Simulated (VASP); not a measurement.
# Pt3Br2 (P-3m1) in VASP: further runs, part 2 of 2

VASP 6.6.1. The steps go on from the part before.

### 3 Single point, PBE

This run uses another cell than the first one, of 20.52 Å³/atom.

INCAR reads:

```
SYSTEM = Pt3Br2
ALGO = Normal
EDIFF = 1E-6
ENCUT = 520
GGA = PE
ISIF = 2
ISMEAR = 0
LASPH = .True.
LCHARG = .False.
LREAL = .False.
LWAVE = .False.
NBANDS = 30
NELM = 80
PREC = Accurate
SIGMA = 0.1
```

KPOINTS reads:

```
k-points
0
Gamma
  6 6 4
  0 0 0
```

POSCAR reads:

```
Pt3Br2
1.0
    4.2385939341      0.0000000000      0.0000000000
   -2.1192969670      3.6707300232      0.0000000000
    0.0000000000      0.0000000000      6.5945636589
Pt Br
3 2
Direct
    0.0000000000      0.0000000000      0.0000000000
    0.3333333333      0.6666666667      0.6450000000
    0.6666666667      0.3333333333      0.3550000000
    0.3333333333      0.6666666667      0.2450000000
    0.6666666667      0.3333333333      0.7550000000
```

Potentials or basis: VASP PAW PBE potentials, release 64 (Pt, Br).

Started as:

```console
$ cat potpaw_PBE.64/Pt/POTCAR potpaw_PBE.64/Br/POTCAR > POTCAR
$ mpirun -np 1 vasp_std > vasp.out
```

OUTCAR:

```text
SYSTEM = Pt3Br2
   EDIFF = 1E-6
   ENCUT = 520
   GGA = PE
   ISIF = 2
   ISMEAR = 0
   LASPH = .True.
   LREAL = .False.
   NELM = 80
   PREC = Accurate

 ion  position               nearest neighbor table
   1  0.000  0.000  0.000-   4 2.93   5 2.93   4 2.93   5 2.93   5 2.93   4 2.93   2 3.39   3 3.39
                             2 3.39   3 3.39   2 3.39   3 3.39
   2  0.333  0.667  0.645-   5 2.55   5 2.55   5 2.55   4 2.64   3 3.11   3 3.11   3 3.11   1 3.39
                             1 3.39   1 3.39
   3  0.667  0.333  0.355-   4 2.55   4 2.55   4 2.55   5 2.64   2 3.11   2 3.11   2 3.11   1 3.39
                             1 3.39   1 3.39
   4  0.333  0.667  0.245-   3 2.55   3 2.55   3 2.55   2 2.64   1 2.93   1 2.93   1 2.93
   5  0.667  0.333  0.755-   2 2.55   2 2.55   2 2.55   3 2.64   1 2.93   1 2.93   1 2.93

  LATTYP: Found a hexagonal cell.
 ALAT       =     4.2385939341
 C/A-ratio  =     1.5558375635

  Lattice vectors:

 A1 = (   4.2385939341,   0.0000000000,   0.0000000000)
 A2 = (  -2.1192969670,   3.6707300232,   0.0000000000)
 A3 = (   0.0000000000,   0.0000000000,   6.5945636589)

Analysis of symmetry for initial positions (statically):
=====================================================================
 Subroutine PRICEL returns:
 Original cell was already a primitive cell.

 Routine SETGRP: Setting up the symmetry group for a
 hexagonal supercell.

 Subroutine GETGRP returns: Found 12 space group operations
 (whereof 12 operations were pure point group operations)
 out of a pool of 24 trial point group operations.

The static configuration has the point symmetry D_3d.

Analysis of symmetry for dynamics (positions and initial velocities):
=====================================================================
 Subroutine PRICEL returns:
 Original cell was already a primitive cell.

[... 128 lines left out ...]
   EFERMI_NEDOS =   21; number of points for ismear=-14 and -15
   IALGO  =     38    algorithm
   IMIX   =      4    mixing-type and parameters
     AMIX     =   0.40;   BMIX     =  1.00
     AMIX_MAG =   1.60;   BMIX_MAG =  1.00
  volume/ion in A,a.u.               =      20.52       138.48
  Fermi-wavevector in a.u.,A,eV,Ry     =   1.234541  2.332945 20.736533  1.524092
  Thomas-Fermi vector in A             =   2.369227
   LORBIT       =      0    0 simple, 1 ext, 2 COOP (PROOUT), +10 PAW based schemes
   GGA     = PE    functional components
   LHFCALC =     F    Hartree Fock is set to
   AEXX    =    0.0000 exact exchange contribution
   IVDW    =     0    specifies the selected vdW correction
   LEPSILON=     F    determine dielectric tensor
   LRPA    =     F    only Hartree local field effects (RPA)
 non-spin polarized calculation
 Gauss-broadening in eV      SIGMA  =   0.10
  energy-cutoff  :      520.00
  volume of cell :      102.60
 maximum number of plane-waves:      2792
   NGX = 15   NGY = 15   NGZ = 25

 number of electron      43.9999998 magnetization

 Free energy of the ion-electron system (eV)
  ---------------------------------------------------
  ext. energy  EPLUGINS =         0.00000000
  ---------------------------------------------------
  free energy    TOTEN  =       -16.29361985 eV

  energy without entropy =      -16.25141894  energy(sigma->0) =      -16.27251940

 E-fermi :   6.5683     XC(G=0): -11.0071

 val. band max:        6.5454712607   @ k =   0.1667   0.0000   0.0000
 cond. band min:       6.5708277457   @ k =   0.5000   0.0000   0.0000
 fundamental gap:      0.0253564850
 Fermi energy:         6.5683107706

 k-point     1 :       0.0000    0.0000    0.0000
  band No.  band energies     occupation
      1     -11.0384      2.00000
      2     -10.6325      2.00000
      3      -0.6785      2.00000
      4       0.1484      2.00000
      5       0.1484      2.00000
      6       0.2174      2.00000
[... 781 lines left out ...]
     29      12.3872      0.00000
     30      14.1786      0.00000

------------------------ aborting loop because EDIFF is reached ----------------------------------------

  FORCE on cell =-STRESS in cart. coord.  units (eV):
  Direction    XX          YY          ZZ          XY          YZ          ZX
  --------------------------------------------------------------------------------------
  -------------------------------------------------------------------------------------
  Total        2.3677596      2.3677596     -0.3009344      0.0000000      0.0000000      0.0000000
  in kB       36.9732710     36.9732710     -4.6991809      0.0000000      0.0000000      0.0000000
  external PRESSURE =      23.0824537 kB  Pullay stress =       0.0000000 kB

 VOLUME and BASIS-vectors are now :
 -----------------------------------------------------------------------------
  energy-cutoff  :      520.00
  volume of cell :      102.60
      direct lattice vectors                 reciprocal lattice vectors
     4.238593934  0.000000000  0.000000000     0.235927295  0.136212687  0.000000000
    -2.119296967  3.670730023  0.000000000     0.000000000  0.272425374  0.000000000
     0.000000000  0.000000000  6.594563659     0.000000000  0.000000000  0.151640056

 POSITION                                       TOTAL-FORCE (eV/Angst)
 -----------------------------------------------------------------------------------
      0.00000      0.00000      0.00000         0.000000      0.000000      0.000000
     -0.00000      2.44715      4.25349         0.000000      0.000000     -0.074179
      2.11930      1.22358      2.34107        -0.000000      0.000000      0.074179
     -0.00000      2.44715      1.61567         0.000000     -0.000000     -1.519091
      2.11930      1.22358      4.97890        -0.000000      0.000000      1.519091
 -----------------------------------------------------------------------------------
    total drift:                               -0.000000      0.000000      0.000000

  FREE ENERGIE OF THE ION-ELECTRON SYSTEM (eV)
  ---------------------------------------------------
  free  energy   TOTEN  =       -16.2936198519 eV

  energy  without entropy=      -16.2514189386  energy(sigma->0) =      -16.27251940
```

OSZICAR:

```text
N       E                     dE             d eps       ncg     rms          rms(c)
DAV:   1     0.278410569790E+03    0.27841E+03   -0.21041E+04  1440   0.133E+03
DAV:   2    -0.135220485395E+01   -0.27976E+03   -0.26630E+03  1688   0.278E+02
DAV:   3    -0.163570046347E+02   -0.15005E+02   -0.14641E+02  1732   0.607E+01
DAV:   4    -0.165768973668E+02   -0.21989E+00   -0.21960E+00  1524   0.828E+00
DAV:   5    -0.165801188687E+02   -0.32215E-02   -0.32208E-02  1702   0.958E-01    0.256E+01
DAV:   6    -0.166108284864E+02   -0.30710E-01   -0.23020E+00  1500   0.103E+01    0.184E+01
DAV:   7    -0.175304263533E+02   -0.91960E+00   -0.16602E+01  1488   0.198E+01    0.114E+01
DAV:   8    -0.165014011657E+02    0.10290E+01   -0.15929E+00  1470   0.106E+01    0.345E+00
DAV:   9    -0.163112830719E+02    0.19012E+00   -0.40714E-01  1566   0.455E+00    0.106E+00
DAV:  10    -0.162956721343E+02    0.15611E-01   -0.47497E-02  1622   0.126E+00    0.700E-01
DAV:  11    -0.162943464575E+02    0.13257E-02   -0.22955E-03  1548   0.275E-01    0.451E-01
DAV:  12    -0.162937104884E+02    0.63597E-03   -0.10944E-03  1622   0.192E-01    0.960E-02
DAV:  13    -0.162936208902E+02    0.89598E-04   -0.26930E-04  1578   0.888E-02    0.251E-02
DAV:  14    -0.162936194432E+02    0.14471E-05   -0.26569E-05  1572   0.276E-02    0.117E-02
DAV:  15    -0.162936198519E+02   -0.40872E-06   -0.77785E-07   852   0.500E-03
   1 F= -.16293620E+02 E0= -.16272519E+02  d E =-.422009E-01
```

stdout:

```text
POSCAR found type information on POSCAR PtBr
 POSCAR found :  2 types and       5 ions
 scaLAPACK will be used
 LDA part: xc-table for (Slater+PW92), standard interpolation
 POSCAR, INCAR and KPOINTS ok, starting setup
 FFT: planning ... GRIDC
 FFT: planning ... GRID_SOFT
 FFT: planning ... GRID
 WAVECAR not read
 entering main loop
```

Wall time 54 s (1 thread of Intel Xeon Platinum 8259CL at 2.50GHz (Skylake/Cascade Lake), shared host); peak memory 0.25 GiB.

Results:

* Free energy: -16.2936 eV
* Pressure: 2.3 GPa
* Largest force: 1.519 eV/Å
* Band gap on the k mesh: zero (bands 22 and 23 overlap by 0.46 eV)

Forces on the atoms (eV/Å):
```
Pt   0.000  0.000  0.000
Pt   0.000  0.000 -0.074
Pt   0.000  0.000  0.074
Br   0.000  0.000 -1.519
Br   0.000  0.000  1.519
```

Caveat: spin-orbit coupling is left out, which moves the levels of the heavy elements; forces of over 1 eV/Å act on the atoms, so gaps and moduli don't describe the material at rest.

### 4 Single point, PBE

This run uses another cell than the first one, of 19.40 Å³/atom.

INCAR reads:

```
  ALGO = Normal
  EDIFF = 1E-6
  ENCUT = 520
  GGA = PE
  ISIF = 2
  ISMEAR = 0
  LASPH = T
  LCHARG = F
  LREAL = F
  LWAVE = F
  NBANDS = 30
  NELM = 100
  PREC = Accurate
  SIGMA = 0.1
```

KPOINTS reads:

```
k-points
0
Gamma
  12 12 4
```

POSCAR reads:

```
Pt3Br2
1.0
    3.4382673131      0.0000000000      0.0000000000
   -1.7191336565      2.9776268381      0.0000000000
    0.0000000000      0.0000000000      9.4766980618
Pt Br
3 2
Direct
    0.0000000000      0.0000000000      0.0000000000
    0.3333333333      0.6666666667      0.5907432429
    0.6666666667      0.3333333333      0.4092567571
    0.3333333333      0.6666666667      0.1968684248
    0.6666666667      0.3333333333      0.8031315752
```

Started as:

```console
$ cat potpaw_PBE.64/Pt/POTCAR potpaw_PBE.64/Br/POTCAR > POTCAR
$ mpirun -np 1 vasp_std > vasp.out
```

Wall time 2.8 min (1 thread of Intel Xeon Platinum 8259CL at 2.50GHz (Skylake/Cascade Lake), shared host); peak memory 0.33 GiB.

The run converged. Its results:

```yaml
Free_energy: -18.7369 eV
Pressure: -0.2 GPa
Largest_force: 0.024 eV/Å
Band_gap_on_the_k_mesh: zero (bands 22 and 23 overlap by 0.44 eV)
```

Forces in eV/Å, atoms in the order of the input:
```
Pt   0.000  0.000  0.000
Pt   0.000  0.000 -0.024
Pt   0.000  0.000  0.024
Br   0.000  0.000 -0.005
Br   0.000  0.000  0.005
```

Stress tensor (GPa, compression positive):
```
-0.14  0.00  0.00
 0.00 -0.14  0.00
 0.00  0.00 -0.25
```

Levels at points of the mesh, in eV from the Fermi level:
```csv
k point,band 19,band 20,band 21,band 22,band 23,band 24,band 25,band 26
"(0.00, 0.00, 0.00)",-1.58,-1.15,-0.27,-0.27,0.38,0.38,2.13,2.79
"(0.50, 0.00, 0.00)",-0.83,-0.65,-0.46,-0.31,0.76,1.24,1.37,2.85
"(0.00, 0.00, 0.50)",-0.56,-0.56,-0.47,-0.47,0.15,0.15,0.41,4.74
"(0.50, 0.00, 0.50)",-0.95,-0.79,-0.11,0.08,0.45,0.96,1.32,2.88
```

Caveat: spin-orbit coupling is left out, which moves the levels of the heavy elements.

### 5 Relaxation of cell and atoms, PBE

This run uses another cell than the first one, of 20.52 Å³/atom.

INCAR reads:

```
ALGO     = Normal         # electronic algorithm
EDIFF    = 1E-6           # SCF threshold, eV
EDIFFG   = -0.04          # ionic threshold
ENCUT    = 600            # plane-wave cutoff, eV
GGA      = PE             # functional
IBRION   = 2              # ionic algorithm
ISIF     = 3              # what is computed and relaxed
ISMEAR   = 0              # smearing method
LASPH    = True           # aspherical terms in the spheres
LCHARG   = False          # write CHGCAR
LREAL    = False          # projectors in reciprocal space
LWAVE    = False          # write WAVECAR
NELM     = 80             # most SCF steps
NSW      = 90             # ionic steps
PREC     = Accurate       # precision mode
SIGMA    = 0.1            # smearing width, eV
```

KPOINTS reads:

```
k-points
0
Gamma
  6 6 4
```

POSCAR reads:

```
Pt3Br2
1.0
    4.2385939341      0.0000000000      0.0000000000
   -2.1192969670      3.6707300232      0.0000000000
    0.0000000000      0.0000000000      6.5945636589
Pt Br
3 2
Direct
    0.0000000000      0.0000000000      0.0000000000
    0.3333333333      0.6666666667      0.6450000000
    0.6666666667      0.3333333333      0.3550000000
    0.3333333333      0.6666666667      0.2450000000
    0.6666666667      0.3333333333      0.7550000000
```

Started as:

```console
$ cat potpaw_PBE.64/Pt/POTCAR potpaw_PBE.64/Br/POTCAR > POTCAR
$ mpirun -np 1 vasp_std > vasp.out
```

It took 32 min on 1 thread of Intel Xeon Platinum 8259CL at 2.50GHz (Skylake/Cascade Lake), shared host; peak memory 0.32 GiB.

The run converged. Its results:

| Quantity | Value |
| --- | --- |
| Free energy | -18.3023 eV |
| Relaxed volume | 23.41 Å³/atom |
| Relaxed cell | a = 3.977 Å, b = 3.977 Å, c = 8.547 Å, α = 90.00°, β = 90.00°, γ = 120.00° |
| Space group after relaxing (to 0.1 Å) | P-3m1 (No. 164) |
| Energy gained by relaxing | 401.6 meV/atom |
| Ionic steps | 39 |
| Pressure after relaxing | 0.0 GPa |
| Largest force after relaxing | 0.032 eV/Å |
| Band gap on the k mesh | zero (bands 22 and 23 overlap by 0.25 eV) |

Forces on the atoms (eV/Å):
```
Pt   0.000  0.000  0.000
Pt   0.000  0.000  0.017
Pt   0.000  0.000 -0.017
Br   0.000  0.000  0.032
Br   0.000  0.000 -0.032
```

The path:
```tsv
step	energy change (eV)	largest force (eV/Å)	pressure (GPa)	volume (Å³)
1	0.0000	1.5185	2.35	102.60
2	-0.2019	1.0108	-3.13	107.11
3	-0.2167	0.8476	-4.67	108.75
4	-0.3790	0.8010	-4.31	106.61
5	-0.7101	0.5836	-1.71	100.24
6	-0.7204	0.6084	0.76	97.15
7	-0.7326	0.5986	-0.43	98.50
8	-0.7669	0.5543	0.30	97.83
9	-0.8425	0.2591	3.05	95.83
10	-0.7168	0.7769	11.70	91.81
11	-0.8533	0.3159	4.40	95.04
12	-0.8631	0.3191	4.39	95.12
13	-0.8913	0.3280	4.38	95.36
14	-0.9424	0.3412	4.48	95.83
15	-1.0282	0.3614	5.17	96.71
16	-1.1476	0.6317	8.39	98.25
17	-0.6440	2.3954	20.19	100.51
18	-1.1561	0.6118	10.65	98.72
19	-1.0682	1.5772	14.94	99.71
20	-1.1592	0.8879	12.14	99.10
21	-1.2010	0.9635	11.83	99.84
22	-1.2878	1.2468	11.15	102.07
23	-1.2840	1.7328	10.73	106.47
24	-1.3073	1.6181	10.83	104.89
25	-1.3955	1.4703	9.16	106.12
26	-1.5863	1.0514	4.78	109.85
27	-1.6820	0.5267	-1.86	117.59
28	-1.6899	0.5170	-0.71	115.98
29	-1.7061	0.5100	-0.75	116.02
30	-1.7548	0.4727	-0.79	116.13
31	-1.8452	0.3661	-0.80	116.31
32	-1.9694	0.0598	-0.53	116.52
33	-1.8836	0.8538	0.78	116.36
34	-1.9884	0.2468	-0.22	116.55
35	-1.9890	0.2074	-0.27	116.55
36	-1.9992	0.1983	0.48	115.95
37	-2.0005	0.1943	0.89	115.65
38	-2.0069	0.0944	0.33	116.51
39	-2.0082	0.0323	-0.01	117.07
```

Final structure:
```yaml
crystal:
  lattice:
    - [3.97702, 0.00000, 0.00000]
    - [-1.98851, 3.44420, 0.00000]
    - [0.00000, 0.00000, 8.54700]
  atoms:
    - { symbol: Pt, position: [0.00000, 0.00000, 0.00000] }
    - { symbol: Pt, position: [0.33333, 0.66667, 0.55310] }
    - { symbol: Pt, position: [0.66667, 0.33333, 0.44690] }
    - { symbol: Br, position: [0.33333, 0.66667, 0.16056] }
    - { symbol: Br, position: [0.66667, 0.33333, 0.83944] }
```

Levels at points of the mesh, in eV from the Fermi level:
```csv
k point,band 19,band 20,band 21,band 22,band 23,band 24,band 25,band 26
"(0.00, 0.00, 0.00)",-0.73,-0.73,-0.50,-0.50,0.41,0.41,2.48,2.98
"(0.50, 0.00, 0.00)",-1.63,-0.67,-0.34,-0.19,0.35,0.93,0.96,2.42
"(0.00, 0.00, 0.50)",-0.77,-0.51,-0.30,-0.30,0.33,0.33,0.70,3.67
"(0.50, 0.00, 0.50)",-1.45,-0.89,-0.11,0.12,0.12,0.42,0.95,3.19
```

Caveat: a cell axis changed by over 15 % at a fixed basis, so the end point is rough; spin-orbit coupling is left out, which moves the levels of the heavy elements.

### 6 Relaxation of cell and atoms, PBE

INCAR reads:

```
SYSTEM = Pt3Br2
ALGO = Normal ; EDIFF = 1E-6
EDIFFG = -0.01 ; ENCUT = 600
GGA = PE ; IBRION = 2
ISIF = 3 ; ISMEAR = 0
LASPH = .TRUE. ; LCHARG = .FALSE.
LREAL = .FALSE. ; LWAVE = .FALSE.
NELM = 60 ; NSW = 100
PREC = Accurate ; SIGMA = 0.1
```

KPOINTS reads:

```
k-points
0
G
  12 12 4
  0 0 0
```

POSCAR reads:

```
Pt3Br2
1.0
    3.4308627304      0.0000000000      0.0000000000
   -1.7154313652      2.9712142814      0.0000000000
    0.0000000000      0.0000000000      9.4973216151
Pt Br
3 2
Direct
    0.0000000000      0.0000000000      0.0000000000
    0.3333333333      0.6666666667      0.5910346688
    0.6666666667      0.3333333333      0.4089653312
    0.3333333333      0.6666666667      0.1967059227
    0.6666666667      0.3333333333      0.8032940773
```

Potentials or basis: VASP PAW PBE potentials, release 64 (Pt, Br).

Started as:

```console
$ cat potpaw_PBE.64/Pt/POTCAR potpaw_PBE.64/Br/POTCAR > POTCAR
$ mpirun -np 1 vasp_std > vasp.out
```

It took 6.8 min on 1 thread of Intel Xeon Platinum 8259CL at 2.50GHz (Skylake/Cascade Lake), shared host; peak memory 0.38 GiB.

It converged, with:

| Quantity | Value |
| --- | --- |
| Free energy | -18.7369 eV |
| Relaxed volume | 19.38 Å³/atom |
| Relaxed cell | a = 3.436 Å, b = 3.436 Å, c = 9.479 Å, α = 90.00°, β = 90.00°, γ = 120.00° |
| Space group after relaxing (to 0.1 Å) | P-3m1 (No. 164) |
| Energy gained by relaxing | 0.1 meV/atom |
| Ionic steps | 4 |
| Pressure after relaxing | 0.0 GPa |
| Largest force after relaxing | 0.009 eV/Å |
| Band gap on the k mesh | zero (bands 22 and 23 overlap by 0.44 eV) |

Forces on the atoms (eV/Å):
```
Pt   0.000  0.000  0.000
Pt   0.000  0.000  0.009
Pt   0.000  0.000 -0.009
Br   0.000  0.000  0.000
Br   0.000  0.000  0.000
```

Stress tensor (GPa, compression positive):
```
 0.06  0.00  0.00
 0.00  0.06  0.00
 0.00  0.00 -0.04
```

Step by step:
```csv
step,energy change (eV),largest force (eV/Å),pressure (GPa),volume (Å³)
1,0.0000,0.0578,-0.07,96.81
2,-0.0003,0.0098,0.20,96.70
3,-0.0003,0.0103,0.16,96.71
4,-0.0005,0.0093,0.03,96.91
```

Final structure:
```
CELL_PARAMETERS angstrom
3.43598 0.00000 0.00000
-1.71799 2.97565 0.00000
0.00000 0.00000 9.47868
ATOMIC_POSITIONS crystal
Pt 0.00000 0.00000 0.00000
Pt 0.33333 0.66667 0.59061
Pt 0.66667 0.33333 0.40939
Br 0.33333 0.66667 0.19685
Br 0.66667 0.33333 0.80315
```

Levels at points of the mesh, in eV from the Fermi level:
| k point | band 19 | band 20 | band 21 | band 22 | band 23 | band 24 | band 25 | band 26 |
| --- | --- | --- | --- | --- | --- | --- | --- | --- |
| (0.00, 0.00, 0.00) | -1.58 | -1.15 | -0.27 | -0.27 | 0.38 | 0.38 | 2.13 | 2.79 |
| (0.50, 0.00, 0.00) | -0.83 | -0.65 | -0.46 | -0.31 | 0.76 | 1.24 | 1.37 | 2.85 |
| (0.00, 0.00, 0.50) | -0.56 | -0.56 | -0.47 | -0.47 | 0.15 | 0.15 | 0.41 | 4.74 |
| (0.50, 0.00, 0.50) | -0.95 | -0.79 | -0.11 | 0.08 | 0.45 | 0.96 | 1.33 | 2.88 |

Caveat: spin-orbit coupling is left out, which moves the levels of the heavy elements.

### 7 Summary

```csv
task,cell,k mesh,cutoff (eV),gap on the mesh (eV),pressure (GPa),relaxed volume (Å³/atom),largest force (eV/Å)
single point,"a = 3.431, b = 3.431, c = 9.497 Å, angles 90.0, 90.0, 120.0°, 5 atoms, atomic positions A",6 × 6 × 4,520,none,-0.1,-,0.02
single point,"a = 4.239, b = 4.239, c = 6.595 Å, angles 90.0, 90.0, 120.0°, 5 atoms, atomic positions B",6 × 6 × 4,520,none,2.3,-,1.52
single point,"a = 3.438, b = 3.438, c = 9.477 Å, angles 90.0, 90.0, 120.0°, 5 atoms, atomic positions A",12 × 12 × 4,520,none,-0.2,-,0.02
relaxation of cell and atoms,"relaxed from a = 4.239, b = 4.239, c = 6.595 Å, angles 90.0, 90.0, 120.0°, 5 atoms, atomic positions B",6 × 6 × 4,600,none,0.0,23.41,0.03
relaxation of cell and atoms,"relaxed from a = 3.431, b = 3.431, c = 9.497 Å, angles 90.0, 90.0, 120.0°, 5 atoms, atomic positions A",12 × 12 × 4,600,none,0.0,19.38,0.01
```

Alike in all rows: level PBE; potentials or basis VASP PAW PBE potentials, release 64 (Pt, Br); no spin polarisation; smearing gaussian 0.1 eV.

Caveats: spin-orbit coupling is left out, which moves the levels of the heavy elements; forces of over 1 eV/Å act on the atoms, so gaps and moduli don't describe the material at rest (at least some runs); a cell axis changed by over 15 % at a fixed basis, so the end point is rough (at least some runs).

Absolute energies hang on the potentials; compare differences alone.
